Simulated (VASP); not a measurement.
Input of a VASP 6.6.1 run:

The input INCAR:

```
SYSTEM = ZrC
PREC = Accurate ; ENCUT = 520
EDIFF = 1E-7 ; ISMEAR = 0
SIGMA = 0.1 ; LREAL = .False.
LASPH = .True. ; NELM = 60
ALGO = Normal ; ISIF = 2
LWAVE = .False. ; LCHARG = .False.
GGA = PE ; NBANDS = 15
```

KPOINTS

```
regular mesh
0
Gamma
  16 16 16
  0 0 0
```

Contents of POSCAR:

```
ZrC
1.0
    0.0000000000      2.2815339656      2.2815339656
    2.2815339656      0.0000000000      2.2815339656
    2.2815339656      2.2815339656      0.0000000000
Zr C
1 1
Direct
    0.5000000000      0.5000000000      0.5000000000
    0.0000000000      0.0000000000      0.0000000000
```

Potentials or basis: VASP PAW PBE potentials, release 64 (Zr_sv, C).

The run is started by

```bash
$ cat potpaw_PBE.64/Zr_sv/POTCAR potpaw_PBE.64/C/POTCAR > POTCAR
$ mpirun -np 1 vasp_std > vasp.out
```

Question: What does it give for the pressure?

Answer: 25.6 GPa.

Question: What does it give for the band gap on the k mesh?

Answer: Zero (band 8 reaches 11.63 eV, above the bottom of band 9 at 10.29 eV).
